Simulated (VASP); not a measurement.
# C (Fd-3m) in VASP: a series of runs

Runs on C. Level: PBEsol. Tasks: single point.

Program: VASP 6.6.1. These are calculated values, not measurements. Logs are shortened: lines on timing, memory, paths and dates and some standing lists are left out, and cuts for length are marked.

## 1. The cell of the first run

The structure is cubic, space group Fd-3m (No. 227). Conventional cell: a = 3.185 Å, b = 3.185 Å, c = 3.185 Å, α = 90.00°, β = 90.00°, γ = 90.00°. C (site symmetry -43m) has 4 C at 1.38 Å within 1.8 Å.

## 2. Single point, PBEsol (4.04 Å³/atom)

INCAR

```
SYSTEM = C
  PREC = Accurate
  ENCUT = 520
  EDIFF = 1E-6
  ISMEAR = -1
  SIGMA = 0.1
  LREAL = .False.
  LASPH = .True.
  NELM = 100
  ALGO = Normal
  ISIF = 2
  LWAVE = .False.
  LCHARG = .False.
  GGA = PS
  NBANDS = 11
```

KPOINTS

```
Automatic mesh
0
Gamma
  20 20 20
  0 0 0
```

POSCAR

```
C
1.0
    0.0000000000      1.5926086297      1.5926086297
    1.5926086297      0.0000000000      1.5926086297
    1.5926086297      1.5926086297      0.0000000000
C
2
Direct
   -0.1250000000     -0.1250000000     -0.1250000000
    0.1250000000      0.1250000000      0.1250000000
```

Potentials or basis: VASP PAW PBE potentials, release 64 (C).

Command:

```console
$ cat potpaw_PBE.64/C/POTCAR > POTCAR
$ mpirun -np 1 vasp_std > vasp.out
```

OUTCAR:

```text
SYSTEM = C
   PREC = Accurate
   ENCUT = 520
   EDIFF = 1E-6
   ISMEAR = -1
   LREAL = .False.
   LASPH = .True.
   NELM = 100
   ISIF = 2
   GGA = PS

 ion  position               nearest neighbor table
   1  0.875  0.875  0.875-   2 1.38   2 1.38   2 1.38   2 1.38
   2  0.125  0.125  0.125-   1 1.38   1 1.38   1 1.38   1 1.38

  LATTYP: Found a face centered cubic cell.
 ALAT       =     3.1852172594

  Lattice vectors:

 A1 = (   0.0000000000,   1.5926086297,   1.5926086297)
 A2 = (   1.5926086297,   0.0000000000,   1.5926086297)
 A3 = (   1.5926086297,   1.5926086297,   0.0000000000)

Analysis of symmetry for initial positions (statically):
=====================================================================
 Subroutine PRICEL returns:
 Original cell was already a primitive cell.

 Routine SETGRP: Setting up the symmetry group for a
 face centered cubic supercell.

 Subroutine GETGRP returns: Found 48 space group operations
 (whereof 12 operations were pure point group operations)
 out of a pool of 48 trial point group operations.

The static configuration has the point symmetry D_3d.
 The point group associated with its full space group is O_h .

Analysis of symmetry for dynamics (positions and initial velocities):
=====================================================================
 Subroutine PRICEL returns:
 Original cell was already a primitive cell.

 Routine SETGRP: Setting up the symmetry group for a
 face centered cubic supercell.

 Subroutine GETGRP returns: Found 48 space group operations
 (whereof 12 operations were pure point group operations)
 out of a pool of 48 trial point group operations.

The dynamic configuration has the point symmetry D_3d.
 The point group associated with its full space group is O_h .

 Subroutine INISYM returns: Found 48 space group operations
 (whereof 12 operations are pure point group operations),
 and found     1 'primitive' translations

----------------------------------------------------------------------------------------

                                     Primitive cell

  volume of cell :       8.0790

  direct lattice vectors                    reciprocal lattice vectors
     0.000000000  1.592608630  1.592608630    -0.313950327  0.313950327  0.313950327
     1.592608630  0.000000000  1.592608630     0.313950327 -0.313950327  0.313950327
     1.592608630  1.592608630  0.000000000     0.313950327  0.313950327 -0.313950327

  length of vectors
     2.252288724  2.252288724  2.252288724     0.543777917  0.543777917  0.543777917

  position of ions in fractional coordinates (direct lattice)
     0.875000000  0.875000000  0.875000000
     0.125000000  0.125000000  0.125000000

  ion indices of the primitive-cell ions
   primitive index   ion index
                 1           1
                 2           2

----------------------------------------------------------------------------------------

 KPOINTS: Automatic mesh

Automatic generation of k-mesh.
 Grid dimensions read from file:
 generate k-points for:   20   20   20

 Generating k-lattice:

  Cartesian coordinates                     Fractional coordinates (reciprocal lattice)
    -0.015697516  0.015697516  0.015697516     0.050000000  0.000000000  0.000000000
     0.015697516 -0.015697516  0.015697516     0.000000000  0.050000000  0.000000000
     0.015697516  0.015697516 -0.015697516     0.000000000  0.000000000  0.050000000

  Length of vectors
     0.027188896  0.027188896  0.027188896

  Shift w.r.t. Gamma in fractional coordinates (k-lattice)
     0.000000000  0.000000000  0.000000000

 Subroutine IBZKPT returns following result:
 ===========================================

 Found    256 irreducible k-points:

 Following reciprocal coordinates:
            Coordinates               Weight
  0.000000  0.000000  0.000000      1.000000
  0.050000  0.000000  0.000000      8.000000
  0.100000  0.000000  0.000000      8.000000
  0.150000  0.000000  0.000000      8.000000
  0.200000  0.000000  0.000000      8.000000
  0.250000  0.000000  0.000000      8.000000
[... 16 lines left out ...]
 -0.400000  0.050000  0.000000     24.000000
 -0.350000  0.050000  0.000000     24.000000
 [... further k-points ...]
   k-points           NKPTS =    256   k-points in BZ     NKDIM =    256   number of bands    NBANDS=     11
   number of dos      NEDOS =    301   number of ions     NIONS =      2
   total plane-waves  NPLWV =   5832
   dimension x,y,z NGX =    18 NGY =   18 NGZ =   18
   dimension x,y,z NGXF=    36 NGYF=   36 NGZF=   36
   ions per type =               2
   NGX,Y,Z   is equivalent  to a cutoff of  13.29, 13.29, 13.29 a.u.
   NGXF,Y,Z  is equivalent  to a cutoff of  26.57, 26.57, 26.57 a.u.
 SYSTEM =  C
   PREC   = accura    normal or accurate (medium, high low for compatibility)
   ISTART =      0    job   : 0-new  1-cont  2-samecut
   ICHARG =      2    charge: 1-file 2-atom 10-const
   ISPIN  =      1    spin polarized calculation?
   LNONCOLLINEAR =      F non collinear calculations
   LSORBIT =      F    spin-orbit coupling
   LASPH  =      T    aspherical Exc in radial PAW
   ENCUT  =  520.0 eV  38.22 Ry    6.18 a.u.   4.19  4.19  4.19*2*pi/ulx,y,z
   NELM   =    100;   NELMIN=  2; NELMDL= -5     # of ELM steps
   EDIFF  = 0.1E-05   stopping-criterion for ELM
   LREAL  =      F    real-space projection
   EDIFFG = 0.1E-04   stopping-criterion for IOM
   NSW    =      0    number of steps for IOM
   IBRION =     -1    ionic relax: 0-MD 1-quasi-New 2-CG
   NFREE  =      0    steps in history (QN), initial steepest desc. (CG)
   ISIF   =      2    stress and relaxation
   ISYM   =      2    0-nonsym 1-usesym 2-fastsym
   POTIM  = 0.5000    time-step for ionic-motion
   TEBEG  =    0.0;   TEEND  =   0.0 temperature during run
   PSTRESS=    0.0 pullay stress
   NELECT =       8.0000    total number of electrons
   NUPDOWN=      -1.0000    fix difference up-down
   EMIN   =  10.00;   EMAX   =-10.00  energy-range for DOS
   EFERMI =   0.00;   METHOD = LEGACY
   ISMEAR =    -1;   SIGMA  =   0.10  broadening in eV -4-tet -1-fermi 0-gaus
   EFERMI_NEDOS =   21; number of points for ismear=-14 and -15
   IALGO  =     38    algorithm
   IMIX   =      4    mixing-type and parameters
     AMIX     =   0.40;   BMIX     =  1.00
     AMIX_MAG =   1.60;   BMIX_MAG =  1.00
  volume/ion in A,a.u.               =       4.04        27.26
  Fermi-wavevector in a.u.,A,eV,Ry     =   1.631746  3.083552 36.226783  2.662593
  Thomas-Fermi vector in A             =   2.723831
   LORBIT       =      0    0 simple, 1 ext, 2 COOP (PROOUT), +10 PAW based schemes
   GGA     = PS    functional components
   LHFCALC =     F    Hartree Fock is set to
   AEXX    =    0.0000 exact exchange contribution
   IVDW    =     0    specifies the selected vdW correction
   LEPSILON=     F    determine dielectric tensor
   LRPA    =     F    only Hartree local field effects (RPA)
 non-spin polarized calculation
  energy-cutoff  :      520.00
  volume of cell :        8.08
 maximum number of plane-waves:       229
 NGX is ok and might be reduce to    18
   NGX =  9   NGY =  9   NGZ =  9

 number of electron       8.0000001 magnetization

 Free energy of the ion-electron system (eV)
  ---------------------------------------------------
  ext. energy  EPLUGINS =         0.00000000
  ---------------------------------------------------
  free energy    TOTEN  =       -17.17936450 eV

  energy without entropy =      -17.17936450  energy(sigma->0) =      -17.17936450

 E-fermi :  17.0811     XC(G=0): -15.1782

 val. band max:       15.2760775182   @ k =   0.0000   0.0000   0.0000
 cond. band min:      20.1259982714   @ k =   0.4000   0.4000   0.0000
 fundamental gap:      4.8499207533
 Fermi energy:        17.0811384168

 k-point     1 :       0.0000    0.0000    0.0000
  band No.  band energies     occupation
      1     -11.3726      2.00000
      2      15.2761      2.00000
      3      15.2761      2.00000
      4      15.2761      2.00000
      5      21.7611      0.00000
      6      21.7611      0.00000
      7      21.7611      0.00000
      8      37.0852      0.00000
      9      39.3225      0.00000
     10      45.9073      0.00000
     11      45.9073      0.00000

 k-point     2 :       0.0500    0.0000    0.0000
  band No.  band energies     occupation
      1     -11.2862      2.00000
      2      14.6093      2.00000
      3      15.0930      2.00000
      4      15.0930      2.00000
      5      21.9995      0.00000
      6      21.9995      0.00000
      7      22.2652      0.00000
      8      36.9625      0.00000
      9      39.4538      0.00000
     10      44.1361      0.00000
     11      44.1361      0.00000

 k-point     3 :       0.1000    0.0000    0.0000
  band No.  band energies     occupation
      1     -11.0280      2.00000
      2      13.0310      2.00000
      3      14.6262      2.00000
      4      14.6262      2.00000
      5      22.6101      0.00000
      6      22.6101      0.00000
      7      23.3659      0.00000
      8      36.6279      0.00000
      9      39.8075      0.00000
     10      42.4212      0.00000
     11      42.4212      0.00000
[... 267 lines left out ...]
 k-point    23 :      -0.4000    0.0500    0.0000
  band No.  band energies     occupation
      1      -5.4117      2.00000
      2       0.0900      2.00000
      3      11.0686      2.00000
      4      11.7048      2.00000
      5      25.1399      0.00000
      6      25.2061      0.00000
      7      29.0990      0.00000
      8      33.9475      0.00000
      9      42.1703      0.00000
     10      43.4647      0.00000
     11      46.2463      0.00000

 k-point    24 :      -0.3500    0.0500    0.0000
  band No.  band energies     occupation
      1      -6.7179      2.00000
      2       2.0015      2.00000
      3      11.1874      2.00000
      4      12.0801      2.00000
      5      25.0167      0.00000
      6      25.4113      0.00000
      7      28.6294      0.00000
      8      34.0941      0.00000
      9      41.6441      0.00000
     10      41.8677      0.00000
     11      45.0027      0.00000

 [... further k-points ...]

------------------------ aborting loop because EDIFF is reached ----------------------------------------

  FORCE on cell =-STRESS in cart. coord.  units (eV):
  Direction    XX          YY          ZZ          XY          YZ          ZX
  --------------------------------------------------------------------------------------
  -------------------------------------------------------------------------------------
  Total       13.5378981     13.5378981     13.5378981      0.0000000      0.0000000     -0.0000000
  in kB     2684.7548327   2684.7548327   2684.7548327      0.0000000      0.0000000     -0.0000000
  external PRESSURE =    2684.7548327 kB  Pullay stress =       0.0000000 kB

 VOLUME and BASIS-vectors are now :
 -----------------------------------------------------------------------------
  energy-cutoff  :      520.00
  volume of cell :        8.08
      direct lattice vectors                 reciprocal lattice vectors
     0.000000000  1.592608630  1.592608630    -0.313950327  0.313950327  0.313950327
     1.592608630  0.000000000  1.592608630     0.313950327 -0.313950327  0.313950327
     1.592608630  1.592608630  0.000000000     0.313950327  0.313950327 -0.313950327

 POSITION                                       TOTAL-FORCE (eV/Angst)
 -----------------------------------------------------------------------------------
      2.78707      2.78707      2.78707         0.000000      0.000000      0.000000
      0.39815      0.39815      0.39815        -0.000000     -0.000000     -0.000000
 -----------------------------------------------------------------------------------
    total drift:                                0.000000      0.000000      0.000000

  FREE ENERGIE OF THE ION-ELECTRON SYSTEM (eV)
  ---------------------------------------------------
  free  energy   TOTEN  =       -17.1793645010 eV

  energy  without entropy=      -17.1793645009  energy(sigma->0) =      -17.17936450
```

Run time: 22 s. Hardware: 1 thread of Intel Xeon Platinum 8259CL at 2.50GHz (Skylake/Cascade Lake), shared host; peak memory 0.12 GiB.

Results:

| Quantity | Value |
| --- | --- |
| Free energy | -17.1794 eV |
| Pressure | 268.5 GPa |
| Band gap on the k mesh | 4.85 eV (least direct gap 6.49 eV) |

Levels at points of the mesh, in eV from the valence-band top:
| k point | band 1 | band 2 | band 3 | band 4 | band 5 | band 6 | band 7 | band 8 |
| --- | --- | --- | --- | --- | --- | --- | --- | --- |
| (0.00, 0.00, 0.00) | -26.65 | 0.00 | 0.00 | 0.00 | 6.48 | 6.48 | 6.48 | 21.81 |
| (0.50, 0.00, 0.00) | -18.55 | -17.86 | -3.81 | -3.81 | 9.77 | 9.77 | 13.94 | 18.34 |
| (0.50, 0.50, 0.00) | -15.59 | -15.59 | -8.69 | -8.69 | 5.30 | 5.30 | 22.61 | 22.61 |

Caveat: the cell stands under pressure; the PAW data sets were made with another functional, which shifts forces and pressure a little. A k mesh can miss the band edges.

## 3. Single point, PBEsol (4.49 Å³/atom)

This run uses another cell than the first one, of 4.49 Å³/atom.

INCAR

```
SYSTEM = C
ALGO = Normal
EDIFF = 1E-7
ENCUT = 520
GGA = PS
ISIF = 2
ISMEAR = -1
LASPH = .True.
LCHARG = .False.
LREAL = .False.
LWAVE = .False.
NBANDS = 11
NELM = 100
PREC = Accurate
SIGMA = 0.1
```

KPOINTS

```
k-points
0
Gamma
  20 20 20
  0 0 0
```

POSCAR

```
C
1.0
    0.0000000000      1.6495351012      1.6495351012
    1.6495351012      0.0000000000      1.6495351012
    1.6495351012      1.6495351012      0.0000000000
C
2
Direct
   -0.1250000000     -0.1250000000     -0.1250000000
    0.1250000000      0.1250000000      0.1250000000
```

Potentials or basis: VASP PAW PBE potentials, release 64 (C).

Command:

```console
$ cat potpaw_PBE.64/C/POTCAR > POTCAR
$ mpirun -np 1 vasp_std > vasp.out
```

Run time: 20 s. Hardware: 1 thread of Intel Xeon Platinum 8259CL at 2.50GHz (Skylake/Cascade Lake), shared host; peak memory 0.13 GiB.

It converged, with:

| Property | Result |
| --- | --- |
| Free energy | -18.3377 eV |
| Pressure | 152.3 GPa |
| Band gap on the k mesh | 4.57 eV (least direct gap 6.19 eV) |

Levels at points of the mesh, in eV from the valence-band top:
| k point | band 1 | band 2 | band 3 | band 4 | band 5 | band 6 | band 7 | band 8 |
| --- | --- | --- | --- | --- | --- | --- | --- | --- |
| (0.00, 0.00, 0.00) | -24.93 | 0.00 | 0.00 | 0.00 | 6.19 | 6.19 | 6.19 | 19.06 |
| (0.50, 0.00, 0.00) | -17.61 | -16.36 | -3.47 | -3.47 | 9.34 | 9.34 | 12.25 | 17.48 |
| (0.50, 0.50, 0.00) | -14.62 | -14.62 | -7.89 | -7.89 | 5.08 | 5.08 | 20.66 | 20.66 |

Caveat: the cell stands under pressure; the PAW data sets were made with another functional, which shifts forces and pressure a little.

## 4. Single point, PBEsol (4.94 Å³/atom)

This run uses another cell than the first one, of 4.94 Å³/atom.

INCAR

```
  PREC = Accurate
  ENCUT = 520
  EDIFF = 1E-6
  ISMEAR = -1
  SIGMA = 0.1
  LREAL = F
  LASPH = T
  NELM = 80
  ALGO = Normal
  ISIF = 2
  LWAVE = F
  LCHARG = F
  GGA = PS
  NBANDS = 11
```

KPOINTS

```
regular mesh
0
Gamma
  20 20 20
```

POSCAR

```
C
1.0
    0.0000000000      1.7027822847      1.7027822847
    1.7027822847      0.0000000000      1.7027822847
    1.7027822847      1.7027822847      0.0000000000
C
2
Direct
   -0.1250000000     -0.1250000000     -0.1250000000
    0.1250000000      0.1250000000      0.1250000000
```

Potentials or basis: VASP PAW PBE potentials, release 64 (C).

Command:

```console
$ cat potpaw_PBE.64/C/POTCAR > POTCAR
$ mpirun -np 1 vasp_std > vasp.out
```

OUTCAR:

```text
PREC = Accurate
   ENCUT = 520
   EDIFF = 1E-6
   ISMEAR = -1
   LREAL = F
   LASPH = T
   NELM = 80
   ISIF = 2
   GGA = PS

 ion  position               nearest neighbor table
   1  0.875  0.875  0.875-   2 1.47   2 1.47   2 1.47   2 1.47
   2  0.125  0.125  0.125-   1 1.47   1 1.47   1 1.47   1 1.47

  LATTYP: Found a face centered cubic cell.
 ALAT       =     3.4055645694

  Lattice vectors:

 A1 = (   0.0000000000,   1.7027822847,   1.7027822847)
 A2 = (   1.7027822847,   0.0000000000,   1.7027822847)
 A3 = (   1.7027822847,   1.7027822847,   0.0000000000)

Analysis of symmetry for initial positions (statically):
=====================================================================
 Subroutine PRICEL returns:
 Original cell was already a primitive cell.

 Routine SETGRP: Setting up the symmetry group for a
 face centered cubic supercell.

 Subroutine GETGRP returns: Found 48 space group operations
 (whereof 12 operations were pure point group operations)
 out of a pool of 48 trial point group operations.

The static configuration has the point symmetry D_3d.
[... 172 lines left out ...]
      1     -11.6572      2.00000
      2      11.8213      2.00000
      3      11.8213      2.00000
      4      11.8214      2.00000
      5      17.7443      0.00000
      6      17.7443      0.00000
      7      17.7443      0.00000
      8      28.4851      0.00000
      9      32.6782      0.00000
     10      39.8907      0.00000
     11      39.8907      0.00000
[... 309 lines left out ...]
 k-point    24 :      -0.3500    0.0500    0.0000
  band No.  band energies     occupation
      1      -7.5730      2.00000
      2       0.3121      2.00000
      3       8.3952      2.00000
      4       9.1463      2.00000
      5      20.6614      0.00000
      6      21.0060      0.00000
      7      22.4330      0.00000
      8      28.5193      0.00000
      9      34.7735      0.00000
     10      35.9216      0.00000
     11      38.2634      0.00000

 [... further k-points ...]

------------------------ aborting loop because EDIFF is reached ----------------------------------------

  FORCE on cell =-STRESS in cart. coord.  units (eV):
  Direction    XX          YY          ZZ          XY          YZ          ZX
  --------------------------------------------------------------------------------------
  -------------------------------------------------------------------------------------
  Total        4.5790394      4.5790394      4.5790394      0.0000000     -0.0000000      0.0000000
  in kB      742.9808144    742.9808144    742.9808144      0.0000000     -0.0000000      0.0000000
  external PRESSURE =     742.9808144 kB  Pullay stress =       0.0000000 kB

 VOLUME and BASIS-vectors are now :
 -----------------------------------------------------------------------------
  energy-cutoff  :      520.00
  volume of cell :        9.87
      direct lattice vectors                 reciprocal lattice vectors
     0.000000000  1.702782285  1.702782285    -0.293637069  0.293637069  0.293637069
     1.702782285  0.000000000  1.702782285     0.293637069 -0.293637069  0.293637069
     1.702782285  1.702782285  0.000000000     0.293637069  0.293637069 -0.293637069

 POSITION                                       TOTAL-FORCE (eV/Angst)
 -----------------------------------------------------------------------------------
      2.97987      2.97987      2.97987         0.000000      0.000000      0.000000
      0.42570      0.42570      0.42570        -0.000000     -0.000000     -0.000000
 -----------------------------------------------------------------------------------
    total drift:                                0.000000      0.000000      0.000000

  FREE ENERGIE OF THE ION-ELECTRON SYSTEM (eV)
  ---------------------------------------------------
  free  energy   TOTEN  =       -18.9596587391 eV

  energy  without entropy=      -18.9596587391  energy(sigma->0) =      -18.95965874
```

It took 21 s on 1 thread of Intel Xeon Platinum 8259CL at 2.50GHz (Skylake/Cascade Lake), shared host; peak memory 0.13 GiB.

What came out:

```
Free energy            : -18.9597 eV
Pressure               : 74.3 GPa
Band gap on the k mesh : 4.34 eV (least direct gap 5.92 eV)
```

Caveat: the cell stands under pressure; the PAW data sets were made with another functional, which shifts forces and pressure a little. A k mesh can miss the band edges.

## 5. The runs side by side

| cell | gap on the mesh (eV) | pressure (GPa) |
| --- | --- | --- |
| a = 2.252 Å, angles 60.0°, 2 atoms | 4.85 | 268.5 |
| a = 2.333 Å, angles 60.0°, 2 atoms | 4.57 | 152.3 |
| a = 2.408 Å, angles 60.0°, 2 atoms | 4.34 | 74.3 |

Alike in all rows: task single point; level PBEsol; potentials or basis VASP PAW PBE potentials, release 64 (C); no spin polarisation; k mesh 20 × 20 × 20; cutoff (eV) 520; smearing fermi-dirac 0.1 eV.

Caveats: the cell stands under pressure; the PAW data sets were made with another functional, which shifts forces and pressure a little.

Absolute energies hang on the potentials; compare differences alone.
